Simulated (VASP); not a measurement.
A run of VASP 6.6.1 is set up as follows.

INCAR

```
PREC = Accurate
ENCUT = 520
EDIFF = 1E-7
ISMEAR = 0
SIGMA = 0.02
LREAL = F
LASPH = T
NELM = 100
ALGO = Normal
ISIF = 2
LWAVE = F
LCHARG = F
GGA = PS
NBANDS = 27
```

Contents of KPOINTS:

```
regular mesh
0
Gamma
  9 9 9
```

Contents of POSCAR:

```
S
1.0
    5.2094788634      3.0076940241      1.4592627845
   -5.2094788634      3.0076940241      1.4592627845
    0.0000000000     -6.0153880483      1.4592627845
S
6
Direct
    0.5944933814      0.3538142002      0.2434457244
    0.2434457244      0.5944933814      0.3538142002
    0.3538142002      0.2434457244      0.5944933814
    0.4055066186      0.6461857998      0.7565542756
    0.7565542756      0.4055066186      0.6461857998
    0.6461857998      0.7565542756      0.4055066186
```

Potentials or basis: VASP PAW PBE potentials, release 64 (S).

Launch:

```bash
$ cat potpaw_PBE.64/S/POTCAR > POTCAR
$ mpirun -np 1 vasp_std > vasp.out
```

(1) Estimate the pressure.

(2) What does it give for the band gap on the k mesh?

Answers

(1) -0.4 GPa.

(2) 2.08 eV, indirect (least direct gap 2.15 eV).

Caveat: the PAW data sets were made with another functional, which shifts forces and pressure a little.
